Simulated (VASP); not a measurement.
A run of VASP 6.6.1 is set up as follows.

The input INCAR:

```
ALGO = Normal ; EDIFF = 1E-6
ENCUT = 500 ; GGA = PE
GGA_COMPAT = F ; ISIF = 2
ISMEAR = -5 ; LASPH = T
LCHARG = T ; LELF = T
LREAL = F ; LVHAR = T
LWAVE = F ; NBANDS = 17
NELM = 120 ; PREC = Accurate
SIGMA = 0.1
```

File KPOINTS:

```
k-points
0
Gamma
  4 4 4
```

File POSCAR:

```
TlCl
1.0
    3.8388256226      0.0000000000      0.0000000000
    0.0000000000      3.8388256226      0.0000000000
    0.0000000000      0.0000000000      3.8388256226
Tl Cl
1 1
Direct
    0.0000000000      0.0000000000      0.0000000000
    0.5000000000      0.5000000000      0.5000000000
```

Potentials or basis: VASP PAW PBE potentials, release 64 (Tl_d, Cl).

The run is started by

```console
$ cat potpaw_PBE.64/Tl_d/POTCAR potpaw_PBE.64/Cl/POTCAR > POTCAR
$ mpirun -np 1 vasp_std > vasp.out
```

Question: Estimate the pressure.

Answer: 1.2 GPa.

Question: Predict the band gap on the k mesh.

Answer: 2.09 eV, direct.

Caveat: spin-orbit coupling is left out, which moves the levels of the heavy elements. PBE gaps usually lie below the measured ones, often by a third to a half.
